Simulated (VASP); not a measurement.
Set up this calculation in VASP 6.6.1, as the native input.

```
Task                   : single point
Functional             : PBEsol
Potentials or basis    : VASP PAW PBE potentials, release 64 (Ba_sv)
Cutoff                 : 520 eV
k mesh                 : 7 × 7 × 10
Occupations            : fermi-dirac, width 0.1 eV
Spin                   : no spin polarisation
Dipole correction      : no
Further INCAR settings : ALGO = Normal; EDIFF = 1e-06; NBANDS = 22
```

The structure of Ba lies in POSCAR:

```
Ba
1.0
    7.1703213343      0.0000000000      0.0000000000
   -3.5851606671      6.2096804288      0.0000000000
    0.0000000000      0.0000000000      4.2678380691
Ba
3
Direct
    0.0000000000      0.0000000000      1.0000000000
    0.3333333333      0.6666666667      0.5000000000
    0.6666666667      0.3333333333      0.5000000000
```

This isn't the form of Ba at room conditions, which is bcc.

These files were run (other wordings do the same):

INCAR

```
SYSTEM = Ba
PREC     = Accurate       ! precision mode
ENCUT    = 520            ! plane-wave cutoff, eV
EDIFF    = 1E-6           ! SCF threshold, eV
ISMEAR   = -1             ! smearing method
SIGMA    = 0.1            ! smearing width, eV
LREAL    = .False.        ! projectors in reciprocal space
LASPH    = .True.         ! aspherical terms in the spheres
NELM     = 80             ! most SCF steps
ALGO     = Normal         ! electronic algorithm
ISIF     = 2              ! what is computed and relaxed
LWAVE    = .False.        ! write WAVECAR
LCHARG   = .False.        ! write CHGCAR
GGA      = PS             ! functional
NBANDS   = 22             ! bands
```

KPOINTS

```
regular mesh
0
Gamma
  7 7 10
  0 0 0
```

Potentials or basis: VASP PAW PBE potentials, release 64 (Ba_sv).

Launch:

```bash
$ cat potpaw_PBE.64/Ba_sv/POTCAR > POTCAR
$ mpirun -np 1 vasp_std > vasp.out
```

Results of the run:

```json
{
 "Pressure": "-0.6 GPa",
 "Band gap on the k mesh": "zero (bands 15 and 16 overlap by 0.63 eV)"
}
```

Caveat: the PAW data sets were made with another functional, which shifts forces and pressure a little; spin-orbit coupling is left out, which moves the levels of the heavy elements.

Run time: 4.3 min on 1 thread of Oxide Virtual Turin-like Processor (shared host), peak memory 0.35 GiB.
